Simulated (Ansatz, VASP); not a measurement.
# Two plane-wave programs on MoS2

```
Mo S
1.0
     3.14000    0.00000    0.00000
    -1.57000    2.71932    0.00000
     0.00000    0.00000   12.90590
Mo S
2 4
Direct
  0.33333 0.66667 0.25000
  0.66667 0.33333 0.75000
  0.33333 0.66667 0.62797
  0.66667 0.33333 0.12797
  0.33333 0.66667 0.87203
  0.66667 0.33333 0.37203
```

Change from the starting cell: z stretched by +3 %, ions relaxed.

Alike in both runs: functional PBE; k mesh 16 × 16 × 4; occupations fermi-dirac, width 0.02 eV; collinear spin.

Ansatz relaxed the structure, and its values are those at the end. VASP's run is a single point on that final structure, the one shown.

|  | VASP | Ansatz |
| --- | --- | --- |
| version | VASP 6.6.1 | Ansatz 0.2.0 |
| potentials or method | VASP PAW PBE potentials, release 64 (Mo_sv, S) | plane-wave PAW, scalar-relativistic |
| plane-wave cutoff (eV) | 500 | 420 |
| valence electrons in the cell | 52 | 52 |

```tsv
	VASP	Ansatz	Ansatz less VASP
gap on the k mesh at the Fermi level (eV)	1.17	1.15	-0.013
pressure (GPa)	3.1	3.2	+0.13
rms of the force components (eV/Å)	0.003	0.003	-0.0007
net moment per atom (μB)	0.00	0.00	0.000
```

Ansatz's warnings: seeded moment not kept, stress scf threshold loose.
